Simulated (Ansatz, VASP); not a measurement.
**SiC in VASP and in Ansatz**

INCAR

```
  ALGO = Normal
  EDIFF = 1E-6
  ENCUT = 600
  GGA = PE
  GGA_COMPAT = F
  ISIF = 2
  ISMEAR = 0
  LASPH = T
  LCHARG = F
  LREAL = F
  LWAVE = F
  NBANDS = 11
  NELM = 120
  PREC = Accurate
  SIGMA = 0.001
```

File KPOINTS:

```
k-points
0
Gamma
  8 8 8
```

The input POSCAR:

```
SiC
1.0
    0.0000000000      2.1780523476      2.1780523476
    2.1780523476      0.0000000000      2.1780523476
    2.1780523476      2.1780523476      0.0000000000
Si C
1 1
Direct
    0.0000000000      0.0000000000      0.0000000000
    0.2500000000      0.2500000000      0.2500000000
```

Input for Ansatz:

```yaml
crystal:
  lattice:
    - [0.0, 2.1780523476, 2.1780523476]
    - [2.1780523476, 0.0, 2.1780523476]
    - [2.1780523476, 2.1780523476, 0.0]
  atoms:
    - { symbol: Si, position: [0.0, 0.0, 0.0] }
    - { symbol: C, position: [0.25, 0.25, 0.25] }
kpoints:
  mp_grid: { grid: [8, 8, 8] }
hamiltonian:
  xc: pbe
scf:
  occupations: { method: gaussian, width: 0.001 }
  n_extra_bands: 4
output:
  forces: true
  stress: true
  eigenvalues: true
```

Alike in both runs: task single point; functional PBE; k mesh 8 × 8 × 8; occupations gaussian, width 0.001 eV; no spin polarisation.

|  | VASP | Ansatz |
| --- | --- | --- |
| version | VASP 6.6.1 | Ansatz 0.2.0 |
| potentials or method | VASP PAW PBE potentials, release 64 (Si, C) | plane waves |
| plane-wave cutoff (eV) | 600 | 420 |
| valence electrons in the cell | 8 | 8 |

VASP gave:

```
gap on the k mesh at the Fermi level (eV) : 1.36
pressure (GPa)                            : 3.4
```

Q: Estimate Ansatz's values.

A: gap on the k mesh at the Fermi level (eV): 1.36; pressure (GPa): 3.6.

With one functional, cell and mesh, what is left measures potentials, basis and numerics.
